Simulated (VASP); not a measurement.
Write the native input for VASP 6.6.1 that does the following.

```yaml
Task: single point
Functional: LDA
Potentials_or_basis: VASP PAW LDA potentials, release 64 (Mn_pv, S)
Cutoff: 520 eV
k_mesh: 9 × 9 × 9
Occupations: fermi-dirac, width 0.05 eV
Spin: collinear spin, ferromagnetic start
Starting_moments: "[4.0, 0.0] μB"
Hubbard_terms: Mn d U = 1.0 eV
Dipole_correction: no
Further_INCAR_settings: ALGO = Normal; EDIFF = 1e-06; NBANDS = 20
```

The structure of MnS lies in POSCAR:

```
MnS
1.0
    1.8299960138      1.0565486912      2.9709202777
   -1.8299960138      1.0565486912      2.9709202777
    0.0000000000     -2.1130973823      2.9709202777
Mn S
1 1
Direct
    0.0000000000      0.0000000000      0.0000000000
    0.5000000000      0.5000000000      0.5000000000
```

One way to write it, as run:

INCAR

```
SYSTEM = MnS
PREC = Accurate ; ENCUT = 520
EDIFF = 1E-6 ; ISMEAR = -1
SIGMA = 0.05 ; LREAL = .FALSE.
LASPH = .TRUE. ; NELM = 150
ALGO = Normal ; ISIF = 2
LWAVE = .FALSE. ; LCHARG = .FALSE.
ISPIN = 2 ; MAGMOM = 4 0
LORBIT = 11 ; LMAXMIX = 4
LDAU = .TRUE. ; LDAUTYPE = 2
LDAUL = 2 -1 ; LDAUU = 1 0
LDAUJ = 0 0 ; LDAUPRINT = 1
NBANDS = 20
```

KPOINTS

```
regular mesh
0
G
  9 9 9
  0 0 0
```

Potentials or basis: VASP PAW LDA potentials, release 64 (Mn_pv, S).

Command:

```sh
$ cat potpaw_LDA.64/Mn_pv/POTCAR potpaw_LDA.64/S/POTCAR > POTCAR
$ mpirun -np 1 vasp_std > vasp.out
```

It gave:

```json
{
  "Pressure": "-7.5 GPa",
  "Net moment": "4.71 μB per cell",
  "Site moments": "Mn +4.25; S +0.11 μB",
  "Valence electrons inside the program's atomic spheres": "Mn 11.36; S 3.72"
}
```

Caveat: the cell stands under tension; a cell with one magnetic atom can't hold antiferromagnetic order, which such compounds often take.

Wall time 45 s on 1 thread of Intel(R) Xeon(R) 6975P-C (Granite Rapids), on a shared host, peak memory 0.21 GiB.
